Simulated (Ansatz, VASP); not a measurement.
## One calculation of LiH, two programs

File INCAR:

```
SYSTEM = LiH
PREC     = Accurate       ! precision mode
ENCUT    = 520            ! plane-wave cutoff, eV
EDIFF    = 1E-6           ! SCF threshold, eV
ISMEAR   = -1             ! smearing method
SIGMA    = 0.08           ! smearing width, eV
LREAL    = .FALSE.        ! projectors in reciprocal space
LASPH    = .TRUE.         ! aspherical terms in the spheres
NELM     = 80             ! most SCF steps
ALGO     = Normal         ! electronic algorithm
ISIF     = 2              ! what is computed and relaxed
LWAVE    = .FALSE.        ! write WAVECAR
LCHARG   = .FALSE.        ! write CHGCAR
GGA      = PE             ! functional
NBANDS   = 9              ! bands
```

Contents of KPOINTS:

```
Automatic mesh
0
G
  14 14 14
  0 0 0
```

File POSCAR:

```
LiH
1.0
    0.0000000000      2.0233302752      2.0233302752
    2.0233302752      0.0000000000      2.0233302752
    2.0233302752      2.0233302752      0.0000000000
Li H
1 1
Direct
    0.0000000000      0.0000000000      0.0000000000
    0.5000000000      0.5000000000      0.5000000000
```

Input for Ansatz:

```yaml
crystal:
  lattice:
    - [0.0, 2.0233302752, 2.0233302752]
    - [2.0233302752, 0.0, 2.0233302752]
    - [2.0233302752, 2.0233302752, 0.0]
  atoms:
    - { symbol: Li, position: [0.0, 0.0, 0.0] }
    - { symbol: H, position: [0.5, 0.5, 0.5] }
kpoints:
  mp_grid: { grid: [14, 14, 14] }
scf:
  occupations: { method: fermi_dirac, width: 0.08 }
hamiltonian:
  xc: pbe
  pseudopotentials: { kind: all_electron, lapw: { basis_error: 0.001 } }
output:
  forces: true
  stress: true
  eigenvalues: true
```

Change from the starting cell: volume scaled by 1.03.

Alike in both runs: task single point; functional PBE; k mesh 14 × 14 × 14; occupations fermi-dirac, width 0.08 eV; no spin polarisation.

|  | VASP | Ansatz |
| --- | --- | --- |
| version | VASP 6.6.1 | Ansatz 0.2.0 |
| potentials or method | VASP PAW PBE potentials, release 64 (Li_sv, H), cutoff 520 eV | all-electron LAPW, scalar-relativistic |

|  | VASP | Ansatz | Ansatz less VASP |
| --- | --- | --- | --- |
| gap on the k mesh at the Fermi level (eV) | 3.00 | 3.00 | +0.006 |

Ansatz ran all-electron here, and VASP with PAW potentials.

Noted on VASP's run: the cutoff is short for stress, so the pressure is rough.
